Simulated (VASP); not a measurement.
A run of VASP 6.6.1 is set up as follows.

File INCAR:

```
SYSTEM = HC10
ALGO     = Normal         ! electronic algorithm
DIPOL    = 0.5 0.5 0.299
EDIFF    = 1E-6           ! SCF threshold, eV
ENCUT    = 520            ! plane-wave cutoff, eV
GGA      = PE             ! functional
IDIPOL   = 3            
ISIF     = 2              ! what is computed and relaxed
ISMEAR   = 0              ! smearing method
LASPH    = .True.         ! aspherical terms in the spheres
LCHARG   = .True.         ! write CHGCAR
LDIPOL   = .True.       
LELF     = .True.         ! ELF
LREAL    = Auto         
LVACPOTAV= .True.       
LVHAR    = .True.       
LWAVE    = .False.        ! write WAVECAR
NBANDS   = 58             ! bands
NELM     = 60             ! most SCF steps
PREC     = Accurate       ! precision mode
SIGMA    = 0.1            ! smearing width, eV
```

Contents of KPOINTS:

```
k-points
0
Gamma
  4 3 1
  0 0 0
```

POSCAR

```
HC10
1.0
    8.5436715410      0.0000000000      0.0000000000
   -2.1359178852      8.6110540228      0.0000000000
    0.0000000000      0.0000000000     22.7788015587
C H
20 2
Direct
    0.0782061927      0.9794914374      0.1756018634
    0.5782061927      0.9794914374      0.1756018634
    0.4115395260      0.9794914374      0.1756018634
    0.9115395260      0.9794914374      0.1756018634
    0.3230790520      0.9589828748      0.2291807119
    0.8230790520      0.9589828748      0.2291807119
    0.1564123854      0.9589828748      0.2291807119
    0.6564123854      0.9589828748      0.2291807119
    0.0669021191      0.9383827998      0.2826780623
    0.5669021191      0.9383827998      0.2826780623
    0.4022889535      0.9383826011      0.2826780666
    0.9022889535      0.9383826011      0.2826780666
    0.3111130358      0.9176686260      0.3364248459
    0.8111130358      0.9176686260      0.3364248459
    0.1477209834      0.9176686383      0.3364247639
    0.6477209834      0.9176686383      0.3364247639
    0.0473696299      0.8987954532      0.3853929922
    0.5473696299      0.8987954532      0.3853929922
    0.4020260968      0.8987947219      0.3853934781
    0.9020260968      0.8987947219      0.3853934781
    0.2300247762      0.2321282990      0.4753889472
    0.3375897728      0.2321282990      0.4753889472
```

Potentials or basis: VASP PAW PBE potentials, release 64 (C, H).

Command:

```bash
$ cat potpaw_PBE.64/C/POTCAR potpaw_PBE.64/H/POTCAR > POTCAR
$ mpirun -np 1 vasp_std > vasp.out
```

(1) Estimate the largest force.

(2) What does it give for the band gap on the k mesh?

Answers

(1) 6.912 eV/Å.

(2) 0.26 eV (least direct gap 0.36 eV).
